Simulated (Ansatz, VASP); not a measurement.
# Sn: VASP beside Ansatz

File INCAR:

```
PREC = Accurate ; ENCUT = 520
EDIFF = 1E-6 ; ISMEAR = 0
SIGMA = 0.1 ; LREAL = F
LASPH = T ; NELM = 80
ALGO = Fast ; ISIF = 2
LWAVE = F ; LCHARG = F
GGA = PE ; NBANDS = 21
```

KPOINTS

```
Automatic mesh
0
Gamma
  16 16 16
```

Contents of POSCAR:

```
Sn
1.0
   -2.6798607513      2.6798607513      1.5005122109
    2.6798607513     -2.6798607513      1.5005122109
    2.6798607513      2.6798607513     -1.5005122109
Sn
2
Direct
    0.2500000000      0.7500000000      0.5000000000
    0.5000000000      0.5000000000      0.0000000000
```

Input for Ansatz:

```yaml
crystal:
  lattice:
    - [-2.6798607513, 2.6798607513, 1.5005122109]
    - [2.6798607513, -2.6798607513, 1.5005122109]
    - [2.6798607513, 2.6798607513, -1.5005122109]
  atoms:
    - { symbol: Sn, position: [0.25, 0.75, 0.5] }
    - { symbol: Sn, position: [0.5, 0.5, 0.0] }
basis:
  ecutwfc: 420
kpoints:
  mp_grid: { grid: [16, 16, 16] }
hamiltonian:
  xc: pbe
scf:
  occupations: { method: gaussian, width: 0.1 }
output:
  forces: true
  stress: true
  eigenvalues: true
```

Alike in both runs: task single point; functional PBE; k mesh 16 × 16 × 16; occupations gaussian, width 0.1 eV; no spin polarisation.

|  | VASP | Ansatz |
| --- | --- | --- |
| version | VASP 6.6.1 | Ansatz 0.2.0 |
| potentials or method | VASP PAW PBE potentials, release 64 (Sn_d), cutoff 520 eV | scalar-relativistic, plane waves, PAW |
| valence electrons in the cell | 28 | 28 |

```tsv
	VASP	Ansatz	Ansatz less VASP
gap on the k mesh at the Fermi level (eV)	none	none	-
pressure (GPa)	25.8	25.9	+0.06
traceless stress, the component that is largest in VASP (GPa)	-3.86	-3.87	-0.007
```

A gap of «none» marks a metal or a gap that the smearing closes.
